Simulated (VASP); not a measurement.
# Mo (Im-3m) in VASP: notebook

Aim: see how the results for Mo move with the level of theory and the settings. Levels: RPBE+D3(BJ), PBE, BLYP+D3(BJ), RPBE+D4. Tasks: relaxation of cell and atoms, single point.

Program: VASP 6.6.1. These are calculated values, not measurements. Logs are shortened: lines on timing, memory, paths and dates and some standing lists are left out, and cuts for length are marked.

**1. The cell of the first run**

It takes space group Im-3m (No. 229, cubic). Conventional cell: a = 3.168 Å, b = 3.168 Å, c = 3.168 Å, α = 90.00°, β = 90.00°, γ = 90.00°. Mo (site symmetry m-3m) has 14 Mo at 2.74 to 3.17 Å within 3.6 Å.

**2. Relaxation of cell and atoms, RPBE+D3(BJ)**

The input, INCAR:

```
PREC = Accurate ; ENCUT = 600
EDIFF = 1E-7 ; ISMEAR = -1
SIGMA = 0.05 ; LREAL = False
LASPH = True ; NELM = 60
ALGO = Normal ; ISIF = 3
LWAVE = False ; LCHARG = False
GGA = RP ; IVDW = 12
IBRION = 2 ; NSW = 80
EDIFFG = -0.005
```

The input, KPOINTS:

```
Automatic mesh
0
Gamma
  12 12 12
```

The input, POSCAR:

```
Mo
1.0
   -1.5838089719      1.5838089719      1.5838089719
    1.5838089719     -1.5838089719      1.5838089719
    1.5838089719      1.5838089719     -1.5838089719
Mo
1
Direct
    0.0000000000      0.0000000000      0.0000000000
```

Potentials or basis: VASP PAW PBE potentials, release 64 (Mo_sv).

Launch:

```console
$ cat potpaw_PBE.64/Mo_sv/POTCAR > POTCAR
$ mpirun -np 1 vasp_std > vasp.out
```

OUTCAR:

```text
PREC = Accurate
   ENCUT = 600
   EDIFF = 1E-7
   ISMEAR = -1
   LREAL = False
   LASPH = True
   NELM = 60
   ISIF = 3
   GGA = RP
   IVDW = 12
   IBRION = 2
   NSW = 80
   EDIFFG = -0.005
 IVDW          = 12

 ion  position               nearest neighbor table
   1  0.000  0.000  0.000-

  LATTYP: Found a body centered cubic cell.
 ALAT       =     3.1676179438

  Lattice vectors:

 A1 = (  -1.5838089719,   1.5838089719,   1.5838089719)
 A2 = (   1.5838089719,  -1.5838089719,   1.5838089719)
 A3 = (   1.5838089719,   1.5838089719,  -1.5838089719)

Analysis of symmetry for initial positions (statically):
=====================================================================
 Subroutine PRICEL returns:
 Original cell was already a primitive cell.

 Routine SETGRP: Setting up the symmetry group for a
 body centered cubic supercell.

 Subroutine GETGRP returns: Found 48 space group operations
 (whereof 48 operations were pure point group operations)
 out of a pool of 48 trial point group operations.

The static configuration has the point symmetry O_h .

Analysis of symmetry for dynamics (positions and initial velocities):
=====================================================================
 Subroutine PRICEL returns:
 Original cell was already a primitive cell.

 Routine SETGRP: Setting up the symmetry group for a
 body centered cubic supercell.

 Subroutine GETGRP returns: Found 48 space group operations
 (whereof 48 operations were pure point group operations)
 out of a pool of 48 trial point group operations.

The dynamic configuration has the point symmetry O_h .

 Subroutine INISYM returns: Found 48 space group operations
 (whereof 48 operations are pure point group operations),
 and found     1 'primitive' translations

----------------------------------------------------------------------------------------

                                     Primitive cell

  volume of cell :      15.8916

  direct lattice vectors                    reciprocal lattice vectors
    -1.583808972  1.583808972  1.583808972     0.000000000  0.315694638  0.315694638
     1.583808972 -1.583808972  1.583808972     0.315694638  0.000000000  0.315694638
     1.583808972  1.583808972 -1.583808972     0.315694638  0.315694638  0.000000000

  length of vectors
     2.743237609  2.743237609  2.743237609     0.446459639  0.446459639  0.446459639

  position of ions in fractional coordinates (direct lattice)
     0.000000000  0.000000000  0.000000000

  ion indices of the primitive-cell ions
   primitive index   ion index
                 1           1

----------------------------------------------------------------------------------------

 KPOINTS: Automatic mesh

Automatic generation of k-mesh.
 Grid dimensions read from file:
 generate k-points for:   12   12   12

 Generating k-lattice:

  Cartesian coordinates                     Fractional coordinates (reciprocal lattice)
     0.000000000  0.026307886  0.026307886     0.083333333  0.000000000  0.000000000
     0.026307886  0.000000000  0.026307886     0.000000000  0.083333333  0.000000000
     0.026307886  0.026307886  0.000000000     0.000000000  0.000000000  0.083333333

  Length of vectors
     0.037204970  0.037204970  0.037204970

  Shift w.r.t. Gamma in fractional coordinates (k-lattice)
     0.000000000  0.000000000  0.000000000

 Subroutine IBZKPT returns following result:
 ===========================================

 Found     72 irreducible k-points:

 Following reciprocal coordinates:
            Coordinates               Weight
  0.000000  0.000000  0.000000      1.000000
  0.083333  0.000000  0.000000     12.000000
  0.166667  0.000000  0.000000     12.000000
  0.250000  0.000000  0.000000     12.000000
  0.333333  0.000000  0.000000     12.000000
  0.416667  0.000000  0.000000     12.000000
[... 16 lines left out ...]
  0.333333  0.083333  0.083333     24.000000
  0.416667  0.083333  0.083333     12.000000
 [... further k-points ...]
   k-points           NKPTS =     72   k-points in BZ     NKDIM =     72   number of bands    NBANDS=     11
   number of dos      NEDOS =    301   number of ions     NIONS =      1
   total plane-waves  NPLWV =  13824
   dimension x,y,z NGX =    24 NGY =   24 NGZ =   24
   dimension x,y,z NGXF=    48 NGYF=   48 NGZF=   48
   ions per type =               1
   NGX,Y,Z   is equivalent  to a cutoff of  14.54, 14.54, 14.54 a.u.
   NGXF,Y,Z  is equivalent  to a cutoff of  29.09, 29.09, 29.09 a.u.
 SYSTEM =  unknown system
   PREC   = accura    normal or accurate (medium, high low for compatibility)
   ISTART =      0    job   : 0-new  1-cont  2-samecut
   ICHARG =      2    charge: 1-file 2-atom 10-const
   ISPIN  =      1    spin polarized calculation?
   LNONCOLLINEAR =      F non collinear calculations
   LSORBIT =      F    spin-orbit coupling
   LASPH  =      T    aspherical Exc in radial PAW
   ENCUT  =  600.0 eV  44.10 Ry    6.64 a.u.   5.48  5.48  5.48*2*pi/ulx,y,z
   NELM   =     60;   NELMIN=  2; NELMDL= -5     # of ELM steps
   EDIFF  = 0.1E-06   stopping-criterion for ELM
   LREAL  =      F    real-space projection
   EDIFFG = -.5E-02   stopping-criterion for IOM
   NSW    =     80    number of steps for IOM
   IBRION =      2    ionic relax: 0-MD 1-quasi-New 2-CG
   NFREE  =      1    steps in history (QN), initial steepest desc. (CG)
   ISIF   =      3    stress and relaxation
   ISYM   =      2    0-nonsym 1-usesym 2-fastsym
   POTIM  = 0.5000    time-step for ionic-motion
   TEBEG  =    0.0;   TEEND  =   0.0 temperature during run
   PSTRESS=    0.0 pullay stress
   NELECT =      14.0000    total number of electrons
   NUPDOWN=      -1.0000    fix difference up-down
   EMIN   =  10.00;   EMAX   =-10.00  energy-range for DOS
   EFERMI =   0.00;   METHOD = LEGACY
   ISMEAR =    -1;   SIGMA  =   0.05  broadening in eV -4-tet -1-fermi 0-gaus
   EFERMI_NEDOS =   21; number of points for ismear=-14 and -15
   IALGO  =     38    algorithm
   IMIX   =      4    mixing-type and parameters
     AMIX     =   0.40;   BMIX     =  1.00
     AMIX_MAG =   1.60;   BMIX_MAG =  1.00
  volume/ion in A,a.u.               =      15.89       107.24
  Fermi-wavevector in a.u.,A,eV,Ry     =   1.569380  2.965698 33.510508  2.462953
  Thomas-Fermi vector in A             =   2.671271
   LORBIT       =      0    0 simple, 1 ext, 2 COOP (PROOUT), +10 PAW based schemes
   GGA     = RP    functional components
   LHFCALC =     F    Hartree Fock is set to
   AEXX    =    0.0000 exact exchange contribution
   IVDW    =    12    specifies the selected vdW correction
   LEPSILON=     F    determine dielectric tensor
   LRPA    =     F    only Hartree local field effects (RPA)
 conjugate gradient relaxation of ions
 non-spin polarized calculation
  energy-cutoff  :      600.00
  volume of cell :       15.89
 maximum number of plane-waves:       555
 NGX is ok and might be reduce to    24
   NGX = 11   NGY = 11   NGZ = 11

--------------------------------------- Ionic step        1  -------------------------------------------

 number of electron      14.0000002 magnetization

 Free energy of the ion-electron system (eV)
  ---------------------------------------------------
  ext. energy  EPLUGINS =         0.00000000
  ---------------------------------------------------
  free energy    TOTEN  =       -10.37657428 eV

  energy without entropy =      -10.37398754  energy(sigma->0) =      -10.37528091

------------------------ aborting loop because EDIFF is reached ----------------------------------------

 Edisp (eV)   -4.09870

 E8    (eV) :    -2.8419

  FORCE on cell =-STRESS in cart. coord.  units (eV):
  Direction    XX          YY          ZZ          XY          YZ          ZX
  --------------------------------------------------------------------------------------
  -------------------------------------------------------------------------------------
  Total      -4.32578    -4.32578    -4.32578     0.00000    -0.00000     0.00000
  in kB    -436.12057  -436.12057  -436.12057     0.00000    -0.00000     0.00000
  external pressure =     -436.12 kB  Pullay stress =        0.00 kB
[... 94 lines left out ...]
  FREE ENERGIE OF THE ION-ELECTRON SYSTEM (eV)
  ---------------------------------------------------
  free  energy   TOTEN  =       -14.8011911777 eV

  energy  without entropy=      -14.7991938603  energy(sigma->0) =      -14.80019252

[... ionic steps 4 to 13 ...]

--------------------------------------- Ionic step       14  -------------------------------------------

 number of electron      14.0000001 magnetization

------------------------ aborting loop because EDIFF is reached ----------------------------------------

 Edisp (eV)   -4.81356

 E8    (eV) :    -3.3339
[... 67 lines left out ...]
  energy  without entropy=      -14.8225345702  energy(sigma->0) =      -14.82380647

--------------------------------------- Ionic step       16  -------------------------------------------

 number of electron      14.0000001 magnetization

 Free energy of the ion-electron system (eV)
  ---------------------------------------------------
  ext. energy  EPLUGINS =         0.00000000
  ---------------------------------------------------
  free energy    TOTEN  =       -10.00803952 eV

  energy without entropy =      -10.00550449  energy(sigma->0) =      -10.00677200

 E-fermi :  14.9691     XC(G=0): -14.1214

 val. band max:       14.9197308100   @ k =   0.3333   0.0833   0.0833
 cond. band min:      14.9779604490   @ k =  -0.3333   0.3333   0.2500
 fundamental gap:      0.0582296390
 Fermi energy:        14.9690558562

 k-point     1 :       0.0000    0.0000    0.0000
  band No.  band energies     occupation
      1     -46.3813      2.00000
      2     -19.2503      2.00000
      3     -19.2503      2.00000
      4     -19.2503      2.00000
      5       7.3930      2.00000
      6      13.3289      2.00000
      7      13.3289      2.00000
      8      13.3289      2.00000
      9      16.8986      0.00000
     10      16.8986      0.00000
     11      29.9821      0.00000
[... 309 lines left out ...]
 k-point    24 :       0.4167    0.0833    0.0833
  band No.  band energies     occupation
      1     -45.9169      2.00000
      2     -21.2430      2.00000
      3     -20.0246      2.00000
      4     -19.4231      2.00000
      5       9.4997      2.00000
      6      10.9089      2.00000
      7      15.7166      0.00000
      8      17.2181      0.00000
      9      17.8157      0.00000
     10      22.5823      0.00000
     11      27.9837      0.00000

 [... further k-points ...]

------------------------ aborting loop because EDIFF is reached ----------------------------------------

 Edisp (eV)   -4.81704

 E8    (eV) :    -3.3363

  FORCE on cell =-STRESS in cart. coord.  units (eV):
  Direction    XX          YY          ZZ          XY          YZ          ZX
  --------------------------------------------------------------------------------------
  -------------------------------------------------------------------------------------
  Total       0.00027     0.00027     0.00027     0.00000    -0.00000     0.00000
  in kB       0.03181     0.03181     0.03181     0.00000    -0.00000     0.00000
  external pressure =        0.03 kB  Pullay stress =        0.00 kB
[... 16 lines left out ...]
  FREE ENERGIE OF THE ION-ELECTRON SYSTEM (eV)
  ---------------------------------------------------
  free  energy   TOTEN  =       -14.8250814656 eV

  energy  without entropy=      -14.8225464337  energy(sigma->0) =      -14.82381395

 reached required accuracy - stopping structural energy minimisation
```

It took 40 s on 1 thread of Intel Xeon 6975P-C (Granite Rapids), shared host; peak memory 0.17 GiB.

Results:

- Free energy: -14.8251 eV
- Relaxed volume: 13.63 Å³/atom
- Relaxed cell: a = 2.606 Å, b = 2.606 Å, c = 2.606 Å, α = 109.47°, β = 109.47°, γ = 109.47°
- Space group after relaxing (to 0.05 Å): Im-3m (No. 229)
- Energy gained by relaxing: 349.8 meV/atom
- Ionic steps: 16
- Pressure after relaxing: 0.0 GPa
- Band gap on the k mesh: zero (band 7 reaches 19.79 eV, above the bottom of band 8 at 13.33 eV)
- Dispersion energy per atom: -4.817 eV

Step by step:
```
step  energy change (eV)  largest force (eV/Å)  pressure (GPa)  volume (Å³)
   1              0.0000                0.0000          -43.61        15.89
   2              6.2306                0.0000          555.67         7.87
   3             -0.3259                0.0000          -13.80        14.17
   4             -0.3458                0.0000           -5.87        13.85
   5             -0.3498                0.0000            0.13        13.63
   6             -0.3497                0.0000           -1.08        13.67
   7             -0.3497                0.0000           -0.98        13.67
   8             -0.3497                0.0000           -0.71        13.66
   9             -0.3497                0.0000           -0.72        13.66
  10             -0.3497                0.0000           -0.70        13.66
  11             -0.3498                0.0000           -0.68        13.66
  12             -0.3498                0.0000           -0.61        13.65
  13             -0.3498                0.0000           -0.50        13.65
  14             -0.3498                0.0000           -0.27        13.64
  15             -0.3498                0.0000            0.18        13.63
  16             -0.3498                0.0000            0.00        13.63
```

Final structure:
```yaml
crystal:
  lattice:
    - [-1.50485, 1.50485, 1.50485]
    - [1.50485, -1.50485, 1.50485]
    - [1.50485, 1.50485, -1.50485]
  atoms:
    - { symbol: Mo, position: [0.00000, 0.00000, 0.00000] }
```

Levels at points of the mesh, in eV from the Fermi level:
```csv
k point,band 3,band 4,band 5,band 6,band 7,band 8,band 9,band 10,band 11
"(0.00, 0.00, 0.00)",-34.22,-34.22,-7.58,-1.64,-1.64,-1.64,1.93,1.93,15.01
"(0.50, 0.00, 0.00)",-34.88,-34.25,-6.17,-4.10,2.06,2.30,2.81,5.79,12.23
"(0.50, 0.50, 0.50)",-35.66,-35.66,-6.57,-6.57,4.82,4.82,4.82,10.27,10.27
```

Caveat: the PAW data sets were made with another functional, which shifts forces and pressure a little; pairwise dispersion overbinds metals, which lowers pressure and volume.

**3. Single point, PBE**

The input, INCAR:

```
PREC = Accurate ; ENCUT = 520
EDIFF = 1E-6 ; ISMEAR = -1
SIGMA = 0.03 ; LREAL = F
LASPH = T ; NELM = 100
ALGO = Fast ; ISIF = 2
LWAVE = F ; LCHARG = F
GGA = PE ; NBANDS = 13
```

The input, KPOINTS:

```
Automatic mesh
0
Gamma
  8 8 8
```

POSCAR is that of step 2.

Potentials or basis: VASP PAW PBE potentials, release 64 (Mo_sv).

Launch:

```console
$ cat potpaw_PBE.64/Mo_sv/POTCAR > POTCAR
$ mpirun -np 1 vasp_std > vasp.out
```

Run time: 3.9 s. Hardware: 1 thread of Intel Xeon Platinum 8488C (Sapphire Rapids), shared host; peak memory 0.12 GiB.

It converged, with:

```yaml
Free_energy: -10.9144 eV
Pressure: -0.5 GPa
Band_gap_on_the_k_mesh: zero (band 7 reaches 16.21 eV, above the bottom of band 8 at 10.99 eV)
```

Levels at points of the mesh, in eV from the Fermi level:
| k point | band 3 | band 4 | band 5 | band 6 | band 7 | band 8 | band 9 | band 10 | band 11 | band 12 |
| --- | --- | --- | --- | --- | --- | --- | --- | --- | --- | --- |
| (0.00, 0.00, 0.00) | -34.47 | -34.47 | -7.05 | -1.21 | -1.21 | -1.21 | 1.75 | 1.75 | 14.93 | 14.93 |
| (0.50, 0.00, 0.00) | -34.89 | -34.48 | -5.10 | -3.20 | 1.69 | 1.77 | 2.39 | 4.75 | 11.52 | 12.05 |
| (0.50, 0.50, 0.50) | -35.38 | -35.38 | -5.19 | -5.19 | 4.01 | 4.01 | 4.01 | 9.06 | 9.06 | 9.06 |

**4. Single point, BLYP+D3(BJ)**

This run uses another cell than the first one, of 15.30 Å³/atom, 0.963 times its volume.

The input, INCAR:

```
SYSTEM = Mo
AGGAC = 1.0 ; AGGAX = 1.0
ALDAC = 0.0 ; ALDAX = 1.0
ALGO = Normal ; EDIFF = 1E-6
ENCUT = 520 ; GGA = B5
ISIF = 2 ; ISMEAR = -1
IVDW = 12 ; LASPH = .True.
LCHARG = .False. ; LREAL = .False.
LWAVE = .False. ; NBANDS = 13
NELM = 60 ; PREC = Accurate
SIGMA = 0.05 ; VDW_A1 = 0.4298
VDW_A2 = 4.2359 ; VDW_S6 = 1.0
VDW_S8 = 2.6996
```

The input, KPOINTS:

```
k-points
0
Gamma
  12 12 12
  0 0 0
```

The input, POSCAR:

```
Mo
1.0
   -1.5639907301      1.5639907301      1.5639907301
    1.5639907301     -1.5639907301      1.5639907301
    1.5639907301      1.5639907301     -1.5639907301
Mo
1
Direct
    0.0000000000      0.0000000000      0.0000000000
```

Launch:

```console
$ cat potpaw_PBE.64/Mo_sv/POTCAR > POTCAR
$ mpirun -np 1 vasp_std > vasp.out
```

Wall time 8.8 s (1 thread of Intel Xeon Platinum 8488C (Sapphire Rapids), shared host); peak memory 0.14 GiB.

Results (log left out):

| Property | Result |
| --- | --- |
| Free energy | -11.1628 eV |
| Pressure | 1.1 GPa |
| Band gap on the k mesh | zero (band 7 reaches 17.50 eV, above the bottom of band 8 at 12.01 eV) |
| Dispersion energy per atom | -1.721 eV |

Levels at points of the mesh, in eV from the Fermi level:
```tsv
k point	band 4	band 5	band 6	band 7	band 8	band 9	band 10	band 11
(0.00, 0.00, 0.00)	-34.41	-7.04	-1.42	-1.42	-1.42	1.71	1.71	15.10
(0.50, 0.00, 0.00)	-34.43	-5.34	-3.48	1.73	2.02	2.37	4.85	12.04
(0.50, 0.50, 0.50)	-35.45	-5.49	-5.49	4.06	4.06	4.06	9.46	9.46
```

Caveat: the PAW data sets were made with another functional, which shifts forces and pressure a little; pairwise dispersion overbinds metals, which lowers pressure and volume.

[end of part 1 of 2]
